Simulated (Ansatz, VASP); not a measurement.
# Two plane-wave programs on ZnSnN2

```
Zn N Sn
1.0
     3.44546    0.00000    0.00000
     0.00000    3.44546    0.00000
     0.00000    0.00000    8.94154
Zn N Sn
2 4 2
Direct
  0.50000 0.00000 0.90443
  0.00000 0.50000 0.09557
  0.50000 0.50000 0.00000
  0.00000 0.00000 0.24326
  0.50000 0.50000 0.50000
  0.00000 0.00000 0.75674
  0.50000 0.00000 0.35530
  0.00000 0.50000 0.64470
```

Alike in both runs: task single point; functional r2SCAN; k mesh 6 × 6 × 2; occupations fermi-dirac, width 0.02 eV; no spin polarisation.

|  | VASP | Ansatz |
| --- | --- | --- |
| version | VASP 6.6.1 | Ansatz 0.2.0 |
| potentials or method | VASP PAW PBE potentials, release 64 (Zn, N, Sn_d) | plane waves, PAW |
| plane-wave cutoff (eV) | 520 | 500 |
| valence electrons in the cell | 72 | 72 |

|  | VASP | Ansatz | Ansatz less VASP |
| --- | --- | --- | --- |
| pressure (GPa) | 5.6 | 4.9 | -0.66 |
| rms of the force components (eV/Å) | 0.062 | 0.056 | -0.0052 |

VASP's potentials were made for PBE, not for r2SCAN.
